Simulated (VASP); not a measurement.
Input of a VASP 6.6.1 run:

The input INCAR:

```
PREC = Accurate ; ENCUT = 520
EDIFF = 1E-6 ; ISMEAR = -1
SIGMA = 0.05 ; LREAL = False
LASPH = True ; NELM = 60
ALGO = Normal ; ISIF = 2
LWAVE = False ; LCHARG = True
GGA = PS ; LELF = True
LVHAR = True ; NBANDS = 15
```

The input KPOINTS:

```
regular mesh
0
Gamma
  7 7 7
```

Contents of POSCAR:

```
BaTe
1.0
    0.0000000000      3.4325834396      3.4325834396
    3.4325834396      0.0000000000      3.4325834396
    3.4325834396      3.4325834396      0.0000000000
Ba Te
1 1
Direct
    0.0000000000      0.0000000000      0.0000000000
    0.5000000000      0.5000000000      0.5000000000
```

Potentials or basis: VASP PAW PBE potentials, release 64 (Ba_sv, Te).

Launch:

```console
$ cat potpaw_PBE.64/Ba_sv/POTCAR potpaw_PBE.64/Te/POTCAR > POTCAR
$ mpirun -np 1 vasp_std > vasp.out
```

Task: Estimate the pressure.

Result: 1.6 GPa.

Task: Estimate the band gap on the k mesh.

Result: 1.34 eV, indirect (least direct gap 1.73 eV).

Caveat: the PAW data sets were made with another functional, which shifts forces and pressure a little; spin-orbit coupling is left out, which moves the levels of the heavy elements. A k mesh can miss the band edges.
